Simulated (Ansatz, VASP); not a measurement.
Two plane-wave programs on Lu

INCAR

```
PREC = Accurate ; ENCUT = 520
EDIFF = 1E-7 ; ISMEAR = -1
SIGMA = 0.1 ; LREAL = F
LASPH = T ; NELM = 100
ALGO = Normal ; ISIF = 2
LWAVE = F ; LCHARG = F
GGA = RE ; NBANDS = 18
```

KPOINTS

```
regular mesh
0
Gamma
  12 12 12
```

Contents of POSCAR:

```
Lu
1.0
    0.0000000000      2.4034676272      2.4034676272
    2.4034676272      0.0000000000      2.4034676272
    2.4034676272      2.4034676272      0.0000000000
Lu
1
Direct
    0.0000000000      0.0000000000      0.0000000000
```

Input for Ansatz:

```yaml
crystal:
  lattice:
    - [0.0, 2.4034676272, 2.4034676272]
    - [2.4034676272, 0.0, 2.4034676272]
    - [2.4034676272, 2.4034676272, 0.0]
  atoms:
    - { symbol: Lu, position: [0.0, 0.0, 0.0] }
hamiltonian:
  xc: revpbe
  pseudopotentials:
    kind: paw
    azcp:
      Lu: "pseudopotentials/Lu.paw.azcp"
basis:
  ecutwfc: 420
  fft_grid_basis: typed
kpoints:
  mp_grid: { grid: [12, 12, 12], shift: [0, 0, 0] }
magnetization:
  spin_polarized: false
scf:
  occupations: { method: fermi_dirac, width: 0.1 }
  lower_state_search: "off"
output:
  stress: true
  write_density: true
  write_potential: true
  elf: true
  volumetric_format: npy
```

Alike in both runs: task single point; functional revPBE; k mesh 12 × 12 × 12; occupations fermi-dirac, width 0.1 eV; no spin polarisation.

|  | VASP | Ansatz |
| --- | --- | --- |
| version | VASP 6.6.1 | Ansatz 0.2.0 |
| potentials or method | VASP PAW PBE potentials, release 64 (Lu), cutoff 520 eV | plane waves (420 eV) with PAW, scalar-relativistic |
| valence electrons in the cell | 25 | 25 |

VASP gave:

```
pressure (GPa) : 3.9
```

**Question.** Estimate Ansatz's values.

**Answer.** Pressure (GPa): 3.8.

VASP's potentials were made for PBE, not for revPBE.

Spin-orbit coupling is off throughout.
